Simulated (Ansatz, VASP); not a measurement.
## Ir: VASP beside Ansatz

```
Ir
1.0
     0.00000    1.92285    1.92285
     1.92285    0.00000    1.92285
     1.92285    1.92285    0.00000
Ir
1
Direct
  0.00000 0.00000 0.00000
```

Alike in both runs: task single point; functional r2SCAN; k mesh 14 × 14 × 14; occupations methfessel-paxton of order 1, width 0.03 eV; no spin polarisation.

|  | VASP | Ansatz |
| --- | --- | --- |
| version | VASP 6.6.1 | Ansatz 0.2.0 |
| potentials or method | VASP PAW PBE potentials, release 64 (Ir_sv_GW), cutoff 550 eV | plane waves (500 eV) with PAW, scalar-relativistic |
| valence electrons in the cell | 17 | 17 |

```tsv
	VASP	Ansatz	Ansatz less VASP
pressure (GPa)	-2.4	-0.2	+2.15
```

VASP's potentials were made for PBE, not for r2SCAN.

Spin-orbit coupling is off throughout.
